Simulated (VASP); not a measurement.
# In (Im-3m) in VASP: settings compared

In is run at these levels: PBEsol, PBE, BLYP; tasks: vibrations by perturbation theory, elastic constants.

Program: VASP 6.6.1. These are calculated values, not measurements. Logs are shortened: lines on timing, memory, paths and dates and some standing lists are left out, and cuts for length are marked.

## 1. The cell of the first run

The structure is cubic, space group Im-3m (No. 229). The conventional cell has a = 3.765 Å, b = 3.765 Å, c = 3.765 Å, α = 90.00°, β = 90.00°, γ = 90.00°. Within 4.3 Å of In (site symmetry m-3m) lie 14 In at 3.26 to 3.77 Å.

This isn't the form of In at room conditions, which is tetragonal.

## 2. Vibrations by perturbation theory, PBEsol

INCAR

```
PREC = Accurate ; ENCUT = 500
EDIFF = 1E-8 ; ISMEAR = -1
SIGMA = 0.05 ; LREAL = F
LASPH = T ; NELM = 120
ALGO = Normal ; ISIF = 2
LWAVE = F ; LCHARG = F
GGA = PS ; NBANDS = 12
IBRION = 8 ; NSW = 1
GGA_COMPAT = F
```

KPOINTS

```
regular mesh
0
Gamma
  7 7 7
```

POSCAR

```
In
1.0
   -1.8825252400      1.8825252400      1.8825252400
    1.8825252400     -1.8825252400      1.8825252400
    1.8825252400      1.8825252400     -1.8825252400
In
1
Direct
    0.0000000000      0.0000000000      0.0000000000
```

Potentials or basis: VASP PAW PBE potentials, release 64 (In_d).

Launch:

```bash
> cat potpaw_PBE.64/In_d/POTCAR > POTCAR
> mpirun -np 1 vasp_std > vasp.out
```

OUTCAR:

```text
PREC = Accurate
   ENCUT = 500
   EDIFF = 1E-8
   ISMEAR = -1
   LREAL = F
   LASPH = T
   NELM = 120
   ISIF = 2
   GGA = PS
   IBRION = 8
   NSW = 1

 ion  position               nearest neighbor table
   1  0.000  0.000  0.000-

  LATTYP: Found a body centered cubic cell.
 ALAT       =     3.7650504800

  Lattice vectors:

 A1 = (  -1.8825252400,   1.8825252400,   1.8825252400)
 A2 = (   1.8825252400,  -1.8825252400,   1.8825252400)
 A3 = (   1.8825252400,   1.8825252400,  -1.8825252400)

Analysis of symmetry for initial positions (statically):
=====================================================================
 Subroutine PRICEL returns:
 Original cell was already a primitive cell.

 Routine SETGRP: Setting up the symmetry group for a
 body centered cubic supercell.

 Subroutine GETGRP returns: Found 48 space group operations
 (whereof 48 operations were pure point group operations)
 out of a pool of 48 trial point group operations.

The static configuration has the point symmetry O_h .

Analysis of symmetry for dynamics (positions and initial velocities):
=====================================================================
 Subroutine PRICEL returns:
 Original cell was already a primitive cell.

 Routine SETGRP: Setting up the symmetry group for a
 body centered cubic supercell.

 Subroutine GETGRP returns: Found 48 space group operations
 (whereof 48 operations were pure point group operations)
 out of a pool of 48 trial point group operations.

The dynamic configuration has the point symmetry O_h .

 Subroutine INISYM returns: Found 48 space group operations
 (whereof 48 operations are pure point group operations),
 and found     1 'primitive' translations

----------------------------------------------------------------------------------------

                                     Primitive cell

  volume of cell :      26.6859

  direct lattice vectors                    reciprocal lattice vectors
    -1.882525240  1.882525240  1.882525240     0.000000000  0.265600689  0.265600689
     1.882525240 -1.882525240  1.882525240     0.265600689  0.000000000  0.265600689
     1.882525240  1.882525240 -1.882525240     0.265600689  0.265600689  0.000000000

  length of vectors
     3.260629362  3.260629362  3.260629362     0.375616096  0.375616096  0.375616096

  position of ions in fractional coordinates (direct lattice)
     0.000000000  0.000000000  0.000000000

  ion indices of the primitive-cell ions
   primitive index   ion index
                 1           1

----------------------------------------------------------------------------------------

 KPOINTS: regular mesh

Automatic generation of k-mesh.
 Grid dimensions read from file:
 generate k-points for:    7    7    7

 Generating k-lattice:

  Cartesian coordinates                     Fractional coordinates (reciprocal lattice)
     0.000000000  0.037942956  0.037942956     0.142857143  0.000000000  0.000000000
     0.037942956  0.000000000  0.037942956     0.000000000  0.142857143  0.000000000
     0.037942956  0.037942956  0.000000000     0.000000000  0.000000000  0.142857143

  Length of vectors
     0.053659442  0.053659442  0.053659442

  Shift w.r.t. Gamma in fractional coordinates (k-lattice)
     0.000000000  0.000000000  0.000000000

 Subroutine IBZKPT returns following result:
 ===========================================

 Found     20 irreducible k-points:

 Following reciprocal coordinates:
            Coordinates               Weight
  0.000000  0.000000  0.000000      1.000000
  0.142857  0.000000  0.000000     12.000000
  0.285714  0.000000  0.000000     12.000000
  0.428571  0.000000  0.000000     12.000000
  0.142857  0.142857  0.000000     24.000000
  0.285714  0.142857  0.000000     48.000000
[... 12 lines left out ...]
 -0.428571 -0.428571  0.285714      8.000000
 -0.428571  0.428571  0.428571      6.000000
   k-points           NKPTS =     20   k-points in BZ     NKDIM =     20   number of bands    NBANDS=     12
   number of dos      NEDOS =    301   number of ions     NIONS =      1
   total plane-waves  NPLWV =  13824
   dimension x,y,z NGX =    24 NGY =   24 NGZ =   24
   dimension x,y,z NGXF=    48 NGYF=   48 NGZF=   48
   ions per type =               1
   NGX,Y,Z   is equivalent  to a cutoff of  12.24, 12.24, 12.24 a.u.
   NGXF,Y,Z  is equivalent  to a cutoff of  24.47, 24.47, 24.47 a.u.
 SYSTEM =  unknown system
   PREC   = accura    normal or accurate (medium, high low for compatibility)
   ISTART =      0    job   : 0-new  1-cont  2-samecut
   ICHARG =      2    charge: 1-file 2-atom 10-const
   ISPIN  =      1    spin polarized calculation?
   LNONCOLLINEAR =      F non collinear calculations
   LSORBIT =      F    spin-orbit coupling
   LASPH  =      T    aspherical Exc in radial PAW
   ENCUT  =  500.0 eV  36.75 Ry    6.06 a.u.   5.94  5.94  5.94*2*pi/ulx,y,z
   NELM   =    120;   NELMIN=  2; NELMDL= -5     # of ELM steps
   EDIFF  = 0.1E-07   stopping-criterion for ELM
   LREAL  =      F    real-space projection
   EDIFFG = 0.1E-06   stopping-criterion for IOM
   NSW    =      1    number of steps for IOM
   IBRION =      8    ionic relax: 0-MD 1-quasi-New 2-CG
   NFREE  =      0    steps in history (QN), initial steepest desc. (CG)
   ISIF   =      2    stress and relaxation
   ISYM   =      2    0-nonsym 1-usesym 2-fastsym
   POTIM  = 0.5000    time-step for ionic-motion
   TEBEG  =    0.0;   TEEND  =   0.0 temperature during run
   PSTRESS=    0.0 pullay stress
   NELECT =      13.0000    total number of electrons
   NUPDOWN=      -1.0000    fix difference up-down
   EMIN   =  10.00;   EMAX   =-10.00  energy-range for DOS
   EFERMI =   0.00;   METHOD = LEGACY
   ISMEAR =    -1;   SIGMA  =   0.05  broadening in eV -4-tet -1-fermi 0-gaus
   EFERMI_NEDOS =   21; number of points for ismear=-14 and -15
   IALGO  =     38    algorithm
   IMIX   =      4    mixing-type and parameters
     AMIX     =   0.40;   BMIX     =  1.00
     AMIX_MAG =   1.60;   BMIX_MAG =  1.00
  volume/ion in A,a.u.               =      26.69       180.09
  Fermi-wavevector in a.u.,A,eV,Ry     =   1.288136  2.434225 22.576080  1.659295
  Thomas-Fermi vector in A             =   2.420108
   LORBIT       =      0    0 simple, 1 ext, 2 COOP (PROOUT), +10 PAW based schemes
   GGA     = PS    functional components
   LHFCALC =     F    Hartree Fock is set to
   AEXX    =    0.0000 exact exchange contribution
   IVDW    =     0    specifies the selected vdW correction
   LEPSILON=     F    determine dielectric tensor
   LRPA    =     F    only Hartree local field effects (RPA)
 non-spin polarized calculation
  energy-cutoff  :      500.00
  volume of cell :       26.69
 maximum number of plane-waves:       691
   NGX = 11   NGY = 11   NGZ = 11

--------------------------------------- Ionic step        1  -------------------------------------------

 number of electron      13.0000005 magnetization

 Free energy of the ion-electron system (eV)
  ---------------------------------------------------
  ext. energy  EPLUGINS =         0.00000000
  ---------------------------------------------------
  free energy    TOTEN  =        -2.94699868 eV

  energy without entropy =       -2.93886480  energy(sigma->0) =       -2.94293174

 E-fermi :   7.2424     XC(G=0): -10.3130

 val. band max:        7.2275568997   @ k =  -0.4286  -0.4286   0.2857
 cond. band min:       7.5106304154   @ k =   0.2857   0.2857   0.0000
 fundamental gap:      0.2830735156
 Fermi energy:         7.2423894486

 k-point     1 :       0.0000    0.0000    0.0000
  band No.  band energies     occupation
      1      -7.4369      2.00000
      2      -7.4369      2.00000
      3      -7.4369      2.00000
      4      -7.1700      2.00000
      5      -7.1700      2.00000
      6      -2.2902      2.00000
      7      18.0071      0.00000
      8      18.0071      0.00000
      9      18.0071      0.00000
     10      20.0792      0.00000
     11      20.0792      0.00000
     12      20.0792      0.00000

 k-point     2 :       0.1429    0.0000    0.0000
  band No.  band energies     occupation
      1      -7.4572      2.00000
      2      -7.4207      2.00000
      3      -7.3586      2.00000
      4      -7.1900      2.00000
      5      -7.1707      2.00000
      6      -1.8223      2.00000
      7      14.4708      0.00000
      8      16.3571      0.00000
      9      17.0111      0.00000
     10      18.6369      0.00000
     11      18.9181      0.00000
     12      20.0759      0.00000
[... 241 lines left out ...]
 k-point    19 :      -0.4286   -0.4286    0.2857
  band No.  band energies     occupation
      1      -7.4619      2.00000
      2      -7.4619      2.00000
      3      -7.2126      2.00000
      4      -7.0656      2.00000
      5      -7.0656      2.00000
      6       5.6373      2.00000
      7       7.2276      1.14725
      8       7.2276      1.14725
      9      12.2691      0.00000
     10      14.6630      0.00000
     11      14.6630      0.00000
     12      22.9478      0.00000

 k-point    20 :      -0.4286    0.4286    0.4286
  band No.  band energies     occupation
      1      -7.5206      2.00000
      2      -7.5028      2.00000
      3      -7.0736      2.00000
      4      -7.0736      2.00000
      5      -7.0638      2.00000
      6       5.9285      2.00000
      7       8.6649      0.00000
      8       8.6649      0.00000
      9       9.4012      0.00000
     10      12.5428      0.00000
     11      13.9796      0.00000
     12      26.0589      0.00000

------------------------ aborting loop because EDIFF is reached ----------------------------------------

  FORCE on cell =-STRESS in cart. coord.  units (eV):
  Direction    XX          YY          ZZ          XY          YZ          ZX
  --------------------------------------------------------------------------------------
  -------------------------------------------------------------------------------------
  Total       -0.2285243     -0.2285243     -0.2285243      0.0000000     -0.0000000     -0.0000000
  in kB      -13.7202027    -13.7202027    -13.7202027      0.0000000     -0.0000000     -0.0000000
  external PRESSURE =     -13.7202027 kB  Pullay stress =       0.0000000 kB

 VOLUME and BASIS-vectors are now :
 -----------------------------------------------------------------------------
  energy-cutoff  :      500.00
  volume of cell :       26.69
      direct lattice vectors                 reciprocal lattice vectors
    -1.882525240  1.882525240  1.882525240     0.000000000  0.265600689  0.265600689
     1.882525240 -1.882525240  1.882525240     0.265600689  0.000000000  0.265600689
     1.882525240  1.882525240 -1.882525240     0.265600689  0.265600689  0.000000000

 POSITION                                       TOTAL-FORCE (eV/Angst)
 -----------------------------------------------------------------------------------
      0.00000      0.00000      0.00000         0.000000      0.000000      0.000000
 -----------------------------------------------------------------------------------
    total drift:                                0.000000      0.000000      0.000000

  FREE ENERGIE OF THE ION-ELECTRON SYSTEM (eV)
  ---------------------------------------------------
  free  energy   TOTEN  =        -2.9469986776 eV

  energy  without entropy=       -2.9388648046  energy(sigma->0) =       -2.94293174

[... ionic steps 2 to 3 ...]

--------------------------------------- Ionic step        4  -------------------------------------------

 Free energy of the ion-electron system (eV)
  ---------------------------------------------------
  ---------------------------------------------------
  free energy    TOTEN  =        -0.22832869 eV

  energy without entropy =       -0.22832869

------------------------ aborting loop because EDIFF is reached ----------------------------------------

 INTERNAL STRAIN TENSOR  FOR ION    1  DIRECTION 1   (eV/Angst):
 -----------------------------------------------------------------------------
    -0.01030 -0.00000  0.00000
     0.00000  0.00324  0.00000
     0.00000  0.00000  0.00324

 INTERNAL STRAIN TENSOR FOR ION    1 for displacements in x,y,z  (eV/Angst):
          X           Y           Z          XY          YZ          ZX
  --------------------------------------------------------------------------------
  x     0.00000     0.00000     0.00000     0.00000     0.00000     0.00000
  y     0.00000     0.00000     0.00000     0.00000     0.00000     0.00000
  z     0.00000     0.00000     0.00000     0.00000     0.00000     0.00000

 SECOND DERIVATIVES (NOT SYMMETRIZED)
 ------------------------------------
               1X          1Y          1Z
  1X    -0.068375    0.000000    0.000000
  1Y     0.000000   -0.068375    0.000000
  1Z     0.000000    0.000000   -0.068375

 Eigenvectors and eigenvalues of the dynamical matrix
 ----------------------------------------------------

   1 f  =    0.381497 THz     2.397018 2PiTHz   12.725378 cm-1     1.577745 meV
             X         Y         Z           dx          dy          dz
      0.000000  0.000000  0.000000     1.000000    0.000000    0.000000

   2 f  =    0.381497 THz     2.397018 2PiTHz   12.725378 cm-1     1.577745 meV
             X         Y         Z           dx          dy          dz
      0.000000  0.000000  0.000000     0.000000    1.000000    0.000000

   3 f  =    0.381497 THz     2.397018 2PiTHz   12.725378 cm-1     1.577745 meV
             X         Y         Z           dx          dy          dz
      0.000000  0.000000  0.000000     0.000000    0.000000    1.000000

--------------------------------------------------------------------------------------------------------

 ELASTIC MODULI CONTR FROM IONIC RELAXATION (kBar)
 Direction    XX          YY          ZZ          XY          YZ          ZX
 --------------------------------------------------------------------------------
 XX           0.0000      0.0000      0.0000      0.0000      0.0000      0.0000
 YY           0.0000      0.0000      0.0000      0.0000      0.0000      0.0000
 ZZ           0.0000      0.0000      0.0000      0.0000      0.0000      0.0000
 XY           0.0000      0.0000      0.0000      0.0000      0.0000      0.0000
 YZ           0.0000      0.0000      0.0000      0.0000      0.0000      0.0000
 ZX           0.0000      0.0000      0.0000      0.0000      0.0000      0.0000
 --------------------------------------------------------------------------------
```

It took 28 s on 1 thread of Intel Xeon Platinum 8259CL at 2.50GHz (Skylake/Cascade Lake), shared host; peak memory 0.16 GiB.

Caveat: the cell stands under pressure or tension, which shifts response properties; the PAW data sets were made with another functional, which shifts forces and pressure a little; spin-orbit coupling is left out, which moves the levels of the heavy elements.

## 3. Elastic constants, PBE

INCAR

```
PREC = Accurate
ENCUT = 500
EDIFF = 1E-8
ISMEAR = -1
SIGMA = 0.05
LREAL = False
LASPH = True
NELM = 120
ALGO = Normal
ISIF = 3
LWAVE = False
LCHARG = True
GGA = PE
IBRION = 6
NFREE = 2
POTIM = 0.015
NSW = 1
GGA_COMPAT = False
```

KPOINTS is that of step 2.

POSCAR is that of step 2.

Potentials or basis: VASP PAW PBE potentials, release 64 (In_d).

Launch:

```bash
> cat potpaw_PBE.64/In_d/POTCAR > POTCAR
> mpirun -np 1 vasp_std > vasp.out
```

Run time: 2.3 min. Hardware: 1 thread of Intel Xeon Platinum 8259CL at 2.50GHz (Skylake/Cascade Lake), shared host; peak memory 0.18 GiB.

The run converged. Its results:

```
Elastic constants C11, C12, C44 : -86, 106, 20 GPa
Voigt bulk modulus              : 42 GPa
```

Elastic tensor in Voigt notation (GPa, in the Cartesian axes of the cell as first typed):
```
-86 106 106   0   0   0
106 -86 106   0   0   0
106 106 -86   0   0   0
  0   0   0  20   0   0
  0   0   0   0  20   0
  0   0   0   0   0  20
```

Clamped-ion elastic tensor (GPa):
```
-86 106 106   0   0   0
106 -86 106   0   0   0
106 106 -86   0   0   0
  0   0   0  20   0   0
  0   0   0   0  20   0
  0   0   0   0   0  20
```

Caveat: the cell is under stress, which shifts elastic constants; the elastic tensor has a negative eigenvalue, so either the cell is unstable as it stands or the mesh is too thin; spin-orbit coupling is left out, which moves the levels of the heavy elements.

## 4. Elastic constants, PBEsol

INCAR

```
PREC = Accurate
ENCUT = 500
EDIFF = 1E-8
ISMEAR = -1
SIGMA = 0.05
LREAL = F
LASPH = T
NELM = 120
ALGO = Normal
ISIF = 3
LWAVE = F
LCHARG = F
GGA = PS
NBANDS = 12
IBRION = 6
NFREE = 2
POTIM = 0.015
NSW = 1
GGA_COMPAT = F
```

KPOINTS

```
Automatic mesh
0
Gamma
  7 7 7
```

POSCAR is that of step 3.

Launch:

```bash
> cat potpaw_PBE.64/In_d/POTCAR > POTCAR
> mpirun -np 1 vasp_std > vasp.out
```

It took 2.6 min on 1 thread of Intel Xeon Platinum 8259CL at 2.50GHz (Skylake/Cascade Lake), shared host; peak memory 0.18 GiB.

Results (log left out):

| Item | Value |
| --- | --- |
| Elastic constants C11, C12, C44 | -88, 103, 18 GPa |
| Voigt bulk modulus | 39 GPa |

Elastic tensor in Voigt notation (GPa, in the Cartesian axes of the cell as first typed):
```
-88 103 103   0   0   0
103 -88 103   0   0   0
103 103 -88   0   0   0
  0   0   0  18   0   0
  0   0   0   0  18   0
  0   0   0   0   0  18
```

Clamped-ion elastic tensor (GPa):
```
-88 103 103   0   0   0
103 -88 103   0   0   0
103 103 -88   0   0   0
  0   0   0  18   0   0
  0   0   0   0  18   0
  0   0   0   0   0  18
```

Caveat: the cell is under stress, which shifts elastic constants; the elastic tensor has a negative eigenvalue, so either the cell is unstable as it stands or the mesh is too thin; the PAW data sets were made with another functional, which shifts forces and pressure a little; spin-orbit coupling is left out, which moves the levels of the heavy elements.

## 5. Elastic constants, BLYP

INCAR

```
PREC = Accurate ; ENCUT = 500
EDIFF = 1E-8 ; ISMEAR = 1
SIGMA = 0.01 ; LREAL = F
LASPH = T ; NELM = 120
ALGO = Normal ; ISIF = 3
LWAVE = F ; LCHARG = F
GGA = B5 ; ALDAX = 1.0
AGGAX = 1.0 ; AGGAC = 1.0
ALDAC = 0.0 ; NBANDS = 12
IBRION = 6 ; NFREE = 2
POTIM = 0.015 ; NSW = 1
GGA_COMPAT = F
```

KPOINTS

```
regular mesh
0
Gamma
  6 6 6
```

POSCAR is that of step 4.

Launch:

```bash
> cat potpaw_PBE.64/In_d/POTCAR > POTCAR
> mpirun -np 1 vasp_std > vasp.out
```

Run time: 3.8 min. Hardware: 1 thread of Intel Xeon Platinum 8259CL at 2.50GHz (Skylake/Cascade Lake), shared host; peak memory 0.17 GiB.

The run converged. Its results:

* Elastic constants C11, C12, C44: 63, 34, 0 GPa
* Voigt bulk modulus: 43 GPa

Elastic tensor in Voigt notation (GPa, in the Cartesian axes of the cell as first typed):
```
63 34 34  0  0  0
34 63 34  0  0  0
34 34 63  0  0  0
 0  0  0  0  0  0
 0  0  0  0  0  0
 0  0  0  0  0  0
```

Clamped-ion elastic tensor (GPa):
```
63 34 34  0  0  0
34 63 34  0  0  0
34 34 63  0  0  0
 0  0  0  0  0  0
 0  0  0  0  0  0
 0  0  0  0  0  0
```

Caveat: the k points lie up to 0.39 Å⁻¹ apart; the cell is under stress, which shifts elastic constants; the PAW data sets were made with another functional, which shifts forces and pressure a little; spin-orbit coupling is left out, which moves the levels of the heavy elements.
